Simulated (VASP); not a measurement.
Wanted: the native input for a VASP 6.6.1 run.

```
Task                   : single point
Functional             : PBE
Dispersion             : D3(BJ)
Potentials or basis    : VASP PAW PBE potentials, release 64 (As, In_d, F)
Cutoff                 : 520 eV
k mesh                 : 6 × 6 × 1
Occupations            : gaussian, width 0.1 eV
Spin                   : no spin polarisation
Dipole correction      : yes
Further INCAR settings : ALGO = Normal; EDIFF = 1e-06; NBANDS = 30
```

The structure of In2As2F lies in POSCAR:

```
In2As2F
1.0
    4.3220706728      0.0000000000      0.0000000000
   -2.1610353364      3.7430229996      0.0000000000
    0.0000000000      0.0000000000     21.7386927254
As In F
2 2 1
Direct
    0.0000000000      0.0000000000      0.1840037048
    0.3333333333      0.6666666667      0.3557112061
    0.3333333333      0.6666666667      0.2245875152
    0.6666666667      0.3333333333      0.3881876814
    1.1111111111      0.5555555556      0.5031899969
```

These files were run (other wordings do the same):

INCAR

```
  ALGO = Normal
  DIPOL = 0.5 0.5 0.331
  EDIFF = 1E-6
  ENCUT = 520
  GGA = PE
  IDIPOL = 3
  ISIF = 2
  ISMEAR = 0
  IVDW = 12
  LASPH = T
  LCHARG = F
  LDIPOL = T
  LREAL = F
  LWAVE = F
  NBANDS = 30
  NELM = 100
  PREC = Accurate
  SIGMA = 0.1
```

KPOINTS

```
k-points
0
Gamma
  6 6 1
```

Potentials or basis: VASP PAW PBE potentials, release 64 (As, In_d, F).

Run with:

```console
$ cat potpaw_PBE.64/As/POTCAR potpaw_PBE.64/In_d/POTCAR potpaw_PBE.64/F/POTCAR > POTCAR
$ mpirun -np 1 vasp_std > vasp.out
```

Results of the run:

```
Largest force              : 1.700 eV/Å
Dispersion energy per atom : -0.178 eV
```

Caveat: an odd number of electrons without spin polarisation forces a metal; a magnetic or distorted state may lie lower.

Wall time 3 min on 1 thread of Intel(R) Xeon(R) 6975P-C (Granite Rapids), on a shared host, peak memory 0.46 GiB.
